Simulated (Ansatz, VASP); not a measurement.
## BaHfO3: VASP beside Ansatz

Contents of INCAR:

```
SYSTEM = BaHfO3
  PREC = Accurate
  ENCUT = 600
  EDIFF = 1E-6
  ISMEAR = 0
  SIGMA = 0.1
  LREAL = .FALSE.
  LASPH = .TRUE.
  NELM = 120
  ALGO = Normal
  ISIF = 2
  LWAVE = .FALSE.
  LCHARG = .FALSE.
  GGA = PE
  NBANDS = 27
  GGA_COMPAT = .FALSE.
```

KPOINTS

```
regular mesh
0
G
  4 4 4
  0 0 0
```

POSCAR

```
BaHfO3
1.0
    4.2066187254      0.0000000000      0.0000000000
    0.0000000000      4.2066187254      0.0000000000
    0.0000000000      0.0000000000      4.2066187254
Ba O Hf
1 3 1
Direct
    0.0000000000      0.0000000000      0.0000000000
    0.5000000000      0.5000000000      0.0000000000
    0.0000000000      0.5000000000      0.5000000000
    0.5000000000      0.0000000000      0.5000000000
    0.5000000000      0.5000000000      0.5000000000
```

Input for Ansatz:

```yaml
crystal:
  lattice:
    - [4.2066187254, 0.0, 0.0]
    - [0.0, 4.2066187254, 0.0]
    - [0.0, 0.0, 4.2066187254]
  atoms:
    - { symbol: Ba, position: [0.0, 0.0, 0.0] }
    - { symbol: O, position: [0.5, 0.5, 0.0] }
    - { symbol: Hf, position: [0.5, 0.5, 0.5] }
    - { symbol: O, position: [0.0, 0.5, 0.5] }
    - { symbol: O, position: [0.5, 0.0, 0.5] }
basis:
  ecutwfc: 420
kpoints:
  mp_grid: { grid: [4, 4, 4] }
hamiltonian:
  xc: pbe
  pseudopotentials: { kind: paw, azcp: { folder: soft_1 } }
scf:
  occupations: { method: gaussian, width: 0.1 }
output:
  forces: true
  stress: true
  eigenvalues: true
```

Alike in both runs: task single point; functional PBE; k mesh 4 × 4 × 4; occupations gaussian, width 0.1 eV; no spin polarisation.

|  | VASP | Ansatz |
| --- | --- | --- |
| version | VASP 6.6.1 | Ansatz 0.2.0 |
| potentials or method | VASP PAW PBE potentials, release 64 (Ba_sv, O, Hf_pv), cutoff 600 eV | scalar-relativistic, plane waves, PAW |
| valence electrons in the cell | 38 | 54 |

|  | VASP | Ansatz | Ansatz less VASP |
| --- | --- | --- | --- |
| gap on the k mesh at the Fermi level (eV) | 3.53 | 3.62 | +0.090 |
| least direct gap on the mesh (eV) | 3.77 | 3.76 | -0.016 |
| pressure (GPa) | -0.7 | 0.0 | +0.77 |

VASP's potentials hold 38 valence electrons a cell and Ansatz's 54, so a difference there can come from the potentials and not from the codes.

Spin-orbit coupling is off throughout.
